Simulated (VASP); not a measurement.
# B4MoRu: single point with PBE

The system is B4MoRu.

```
B Mo Ru
1.0
     3.92959   -4.02984    0.00000
     3.92959    4.02984    0.00000
     0.00000    0.00000    2.51704
B Mo Ru
4 1 1
Direct
  0.23373 0.76627 0.00000
  0.71913 0.71913 0.50000
  0.76627 0.23373 0.00000
  0.28087 0.28087 0.50000
  0.00000 0.00000 0.50000
  0.50000 0.50000 0.00000
```

* Program: VASP 6.6.1
* Task: single point
* Functional: PBE
* Potentials or basis: VASP PAW PBE potentials, release 64 (B, Mo_sv, Ru_pv)
* Cutoff: 520 eV
* k mesh: 8 × 8 × 14
* Occupations: gaussian, width 0.1 eV
* Spin: no spin polarisation

- Pressure: 0.1 GPa
- Largest force: 0.011 eV/Å
- Band gap on the k mesh: zero (band 20 reaches 5.99 eV, above the bottom of band 21 at 5.19 eV)

Forces on the atoms (eV/Å):
```
B    0.000 -0.011  0.000
B   -0.011  0.000  0.000
B    0.000  0.011  0.000
B    0.011  0.000  0.000
Mo   0.000  0.000  0.000
Ru   0.000  0.000  0.000
```

Stress tensor (GPa, compression positive):
```
0.05 0.00 0.00
0.00 0.05 0.00
0.00 0.00 0.15
```

Levels at points of the mesh, in eV from the Fermi level:
| k point | band 16 | band 17 | band 18 | band 19 | band 20 | band 21 | band 22 | band 23 | band 24 | band 25 |
| --- | --- | --- | --- | --- | --- | --- | --- | --- | --- | --- |
| (0.00, 0.00, 0.00) | -2.37 | -1.48 | -1.22 | -1.11 | -0.79 | 0.20 | 2.18 | 3.05 | 3.20 | 3.38 |
| (0.50, 0.00, 0.00) | -2.33 | -1.77 | -1.29 | -0.97 | -0.78 | 0.23 | 2.08 | 2.34 | 2.91 | 3.25 |
| (0.50, 0.50, 0.00) | -2.32 | -2.20 | -0.80 | -0.08 | 0.12 | 0.19 | 1.13 | 1.38 | 2.18 | 3.04 |
| (0.00, 0.00, 0.50) | -1.87 | -0.67 | -0.66 | -0.40 | -0.25 | -0.15 | -0.02 | 0.14 | 2.99 | 3.65 |
| (0.50, 0.00, 0.50) | -2.08 | -1.98 | -1.49 | -1.43 | -1.03 | 0.16 | 1.43 | 1.65 | 2.78 | 2.98 |
| (0.50, 0.50, 0.50) | -1.59 | -1.11 | -0.98 | -0.47 | -0.45 | -0.07 | 0.24 | 0.48 | 3.51 | 3.64 |

Run time: 2.6 min on 1 thread of Intel(R) Xeon(R) 6975P-C (Granite Rapids) (shared host), peak memory 0.46 GiB.
